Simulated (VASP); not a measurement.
# Te2Mo: single point with r2SCAN

System: Te2Mo, a slab with vacuum.

```
Te Mo
1.0
     3.56138    0.00000    0.00000
    -1.78069    3.08425    0.00000
     0.00000    0.00000   38.99027
Te Mo
8 4
Cartesian
  0.0000 2.0562 12.7975
  0.0000 2.0562 37.1116
  1.7807 1.0281 5.4618
  1.7807 1.0281 29.7742
  1.7807 1.0281 1.8786
  1.7807 1.0281 26.1928
  0.0000 2.0562 9.2161
  0.0000 2.0562 33.5285
  1.7807 1.0281 11.0084
  1.7807 1.0281 35.3197
  0.0000 2.0562 3.6706
  0.0000 2.0562 27.9818
```

| Item | Value |
| --- | --- |
| Program | VASP 6.6.1 |
| Task | single point |
| Functional | r2SCAN |
| Potentials or basis | VASP PAW PBE potentials, release 64 (Te, Mo_sv) |
| Cutoff | 520 eV |
| k mesh | 9 × 9 × 1 |
| Occupations | fermi-dirac, width 0.05 eV |
| Spin | no spin polarisation |
| Dipole correction | no |
| Further INCAR settings | ALGO = Normal; EDIFF = 1e-07; NBANDS = 64 |

* Largest force: 0.018 eV/Å
* Band gap on the k mesh: 1.08 eV

Forces in eV/Å, atoms in the order of the input:
```
Te   0.000  0.000  0.018
Te   0.000  0.000 -0.001
Te   0.000  0.000  0.008
Te   0.000  0.000  0.001
Te   0.000  0.000  0.001
Te   0.000  0.000 -0.018
Te   0.000  0.000 -0.001
Te   0.000  0.000 -0.008
Mo   0.000  0.000 -0.010
Mo   0.000  0.000  0.008
Mo   0.000  0.000 -0.008
Mo   0.000  0.000  0.010
```

Levels at points of the mesh, in eV from the valence-band top:
| k point | band 50 | band 51 | band 52 | band 53 | band 54 | band 55 |
| --- | --- | --- | --- | --- | --- | --- |
| (0.00, 0.00, 0.00) | -0.30 | -0.10 | -0.01 | 3.08 | 3.08 | 3.10 |

It took 42 min on 1 thread of Intel(R) Xeon(R) Platinum 8488C (Sapphire Rapids), on a shared host, peak memory 0.7 GiB.

Caveat: the PAW data sets were made with another functional, which shifts forces and pressure a little; spin-orbit coupling is left out, which moves the levels of the heavy elements.
